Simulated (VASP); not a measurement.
A run of VASP 6.6.1 is set up as follows.

Contents of INCAR:

```
SYSTEM = BaZnAsF
PREC = Accurate
ENCUT = 600
EDIFF = 1E-6
ISMEAR = 0
SIGMA = 0.01
LREAL = .FALSE.
LASPH = .TRUE.
NELM = 120
ALGO = Normal
ISIF = 2
LWAVE = .FALSE.
LCHARG = .FALSE.
NBANDS = 44
GGA_COMPAT = .FALSE.
```

Contents of KPOINTS:

```
Automatic mesh
0
G
  6 6 3
  0 0 0
```

The input POSCAR:

```
BaZnAsF
1.0
    4.2992300000      0.0000000000      0.0000000000
    0.0000000000      4.2992300000      0.0000000000
    0.0000000000      0.0000000000      9.6216900000
Ba Zn As F
2 2 2 2
Direct
    0.0000000000      0.5000000000      0.8354900000
    0.5000000000      0.0000000000      0.1645100000
    0.5000000000      0.5000000000      0.5000000000
    0.0000000000      0.0000000000      0.5000000000
    0.0000000000      0.5000000000      0.3433900000
    0.5000000000      0.0000000000      0.6566100000
    0.5000000000      0.5000000000      0.0000000000
    0.0000000000      0.0000000000      0.0000000000
```

Potentials or basis: VASP PAW LDA potentials, release 64 (Ba_sv, Zn, As, F).

Launch:

```bash
$ cat potpaw_LDA.64/Ba_sv/POTCAR potpaw_LDA.64/Zn/POTCAR potpaw_LDA.64/As/POTCAR potpaw_LDA.64/F/POTCAR > POTCAR
$ mpirun -np 1 vasp_std > vasp.out
```

**Question.** What does it give for the band gap on the k mesh?

**Answer.** 0.11 eV, direct.

**Question.** Estimate the largest force.

**Answer.** 0.385 eV/Å.

**Question.** Estimate the pressure.

**Answer.** -5.5 GPa.

Stress tensor (GPa, compression positive):
```
-5.64  0.00  0.00
 0.00 -5.64  0.00
 0.00  0.00 -5.13
```

Caveat: spin-orbit coupling is left out, which moves the levels of the heavy elements. A k mesh can miss the band edges.
